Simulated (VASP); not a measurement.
Set up this calculation in VASP 6.6.1, as the native input.

* Task: single point
* Functional: PBE
* Potentials or basis: VASP PAW PBE potentials, release 64 (Mn_pv, H)
* Cutoff: 520 eV
* k mesh: 6 × 6 × 6
* Occupations: gaussian, width 0.1 eV
* Spin: collinear spin, ferromagnetic start
* Starting moments: [4.0, 0.0, 0.0, 0.0, 0.0] μB
* Dipole correction: no
* Further INCAR settings: ALGO = Fast; EDIFF = 1e-06; NBANDS = 20

The structure of MnH4 lies in POSCAR:

```
MnH4
1.0
    3.4108303070      0.0000000000      0.0000000000
    0.0000000000      3.4108303070      0.0000000000
    0.0000000000      0.0000000000      3.4108303070
Mn H
1 4
Direct
    0.5000000000      0.5000000000      0.5000000000
    0.0000000000      0.0000000000      0.0000000000
    0.5000000000      0.5000000000      0.0000000000
    0.5000000000      0.0000000000      0.5000000000
    0.0000000000      0.5000000000      0.5000000000
```

The cell was generated, and may not be a known phase.

One way to write it, as run:

INCAR

```
SYSTEM = MnH4
PREC = Accurate
ENCUT = 520
EDIFF = 1E-6
ISMEAR = 0
SIGMA = 0.1
LREAL = .False.
LASPH = .True.
NELM = 150
ALGO = Fast
ISIF = 2
LWAVE = .False.
LCHARG = .True.
ISPIN = 2
MAGMOM = 4 0 0 0 0
LORBIT = 11
LMAXMIX = 4
GGA = PE
LELF = .True.
LVHAR = .True.
NBANDS = 20
```

KPOINTS

```
regular mesh
0
Gamma
  6 6 6
  0 0 0
```

Potentials or basis: VASP PAW PBE potentials, release 64 (Mn_pv, H).

Run with:

```bash
$ cat potpaw_PBE.64/Mn_pv/POTCAR potpaw_PBE.64/H/POTCAR > POTCAR
$ mpirun -np 1 vasp_std > vasp.out
```

It gave:

* Pressure: 0.0 GPa
* Band gap on the k mesh: zero (filled and empty bands overlap)
* Net moment: 3.02 μB per cell
* Site moments: Mn +3.64; H -0.29, -0.05 (each value once) μB
* Valence electrons inside the program's atomic spheres: Mn 11.54; H 0.37, 0.57 (each value once)

Run time: 78 s on 1 thread of Oxide Virtual Turin-like Processor, on a shared host, peak memory 0.14 GiB.
